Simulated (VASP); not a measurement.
Wanted: the native input for a VASP 6.6.1 run.

```
Task                   : relaxation of cell and atoms
Functional             : PBEsol
Potentials or basis    : VASP PAW PBE potentials, release 64 (Al)
Cutoff                 : 600 eV
k mesh                 : 11 × 11 × 3
Occupations            : fermi-dirac, width 0.05 eV
Spin                   : no spin polarisation
Target pressure        : 30 GPa
Dipole correction      : no
Further INCAR settings : ALGO = Normal; EDIFF = 1e-06; IBRION = 2; EDIFFG = -0.01; NSW = 60; ISIF = 3
```

The structure of Al lies in POSCAR:

```
Al
1.0
    2.8270770242      0.0000000000      0.0000000000
   -1.4135385121      2.4483205214      0.0000000000
    0.0000000000      0.0000000000      9.1859930700
Al
4
Direct
    0.6666666667      0.3333333333      0.7500000000
    0.0000000000      0.0000000000      0.5000000000
    0.3333333333      0.6666666667      0.2500000000
    0.0000000000      0.0000000000      0.0000000000
```

The input as run:

INCAR

```
ALGO     = Normal         # electronic algorithm
EDIFF    = 1E-6           # SCF threshold, eV
EDIFFG   = -0.01          # ionic threshold
ENCUT    = 600            # plane-wave cutoff, eV
GGA      = PS             # functional
IBRION   = 2              # ionic algorithm
ISIF     = 3              # what is computed and relaxed
ISMEAR   = -1             # smearing method
LASPH    = T              # aspherical terms in the spheres
LCHARG   = F              # write CHGCAR
LREAL    = F              # projectors in reciprocal space
LWAVE    = F              # write WAVECAR
NELM     = 80             # most SCF steps
NSW      = 60             # ionic steps
PREC     = Accurate       # precision mode
PSTRESS  = 300.0        
SIGMA    = 0.05           # smearing width, eV
```

KPOINTS

```
k-points
0
Gamma
  11 11 3
```

Potentials or basis: VASP PAW PBE potentials, release 64 (Al).

Launch:

```sh
$ cat potpaw_PBE.64/Al/POTCAR > POTCAR
$ mpirun -np 1 vasp_std > vasp.out
```

Results of the run:

| Item | Value |
| --- | --- |
| Relaxed volume | 12.97 Å³/atom |
| Relaxed cell | a = 2.633 Å, b = 2.633 Å, c = 8.640 Å, α = 90.00°, β = 90.00°, γ = 120.00° |
| Space group after relaxing (to 0.05 Å) | P6_3/mmc (No. 194) |
| Energy change on relaxing (the enthalpy is what falls) | +249.2 meV/atom |
| Ionic steps | 9 |
| Pressure after relaxing | 30.0 GPa |
| Band gap on the k mesh | zero (band 6 reaches 14.94 eV, above the bottom of band 7 at 8.76 eV) |

Caveat: the cell is relaxed towards a set pressure, so the enthalpy falls and the energy may rise; the volume moved by over 15 % at a fixed basis, so the end points are rough; the PAW data sets were made with another functional, which shifts forces and pressure a little.

It took 42 s on 1 thread of Intel(R) Xeon(R) 6975P-C (Granite Rapids), with other jobs on the host, peak memory 0.2 GiB.
